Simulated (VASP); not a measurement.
Ti3InC, 5 atoms in the cell. It takes space group P4/mmm (No. 123, tetragonal). Conventional cell: a = 3.787 Å, b = 3.787 Å, c = 4.543 Å, α = 90.00°, β = 90.00°, γ = 90.00°. Ti (site symmetry 4/mmm) has 2 C at 2.27 Å and 4 In at 2.68 Å and 8 Ti at 2.96 Å within 3.0 Å. Within 2.5 Å of Ti (site symmetry mmm) lie 2 C at 1.89 Å. In (site symmetry 4/mmm) has 12 Ti at 2.68 to 2.96 Å and 8 C at 3.51 Å within 3.6 Å. C (site symmetry 4/mmm) has 6 Ti at 1.89 to 2.27 Å within 2.5 Å. 

- Program: VASP 6.6.1
- Task: single point
- Functional: PBEsol
- Potentials or basis: VASP PAW PBE potentials, release 64 (Ti_sv, In_d, C)
- Cutoff: 520 eV
- k mesh: 10 × 10 × 10
- Occupations: gaussian, width 0.15 eV
- Spin: no spin polarisation
- Dipole correction: no
- Further INCAR settings: ALGO = Normal; EDIFF = 1e-07; NBANDS = 34

Potentials or basis: VASP PAW PBE potentials, release 64 (Ti_sv, In_d, C).

Command:

```bash
$ cat potpaw_PBE.64/Ti_sv/POTCAR potpaw_PBE.64/In_d/POTCAR potpaw_PBE.64/C/POTCAR > POTCAR
$ mpirun -np 1 vasp_std > vasp.out
```

Hardware: 1 thread of Intel(R) Xeon(R) 6975P-C (Granite Rapids), with other jobs on the host.

Problem. Estimate the wall time of this run.

Solution. Wall time 3.3 min on 1 thread of Intel(R) Xeon(R) 6975P-C (Granite Rapids), with other jobs on the host, peak memory 0.36 GiB. Counts: scf iterations 18, k points 126.
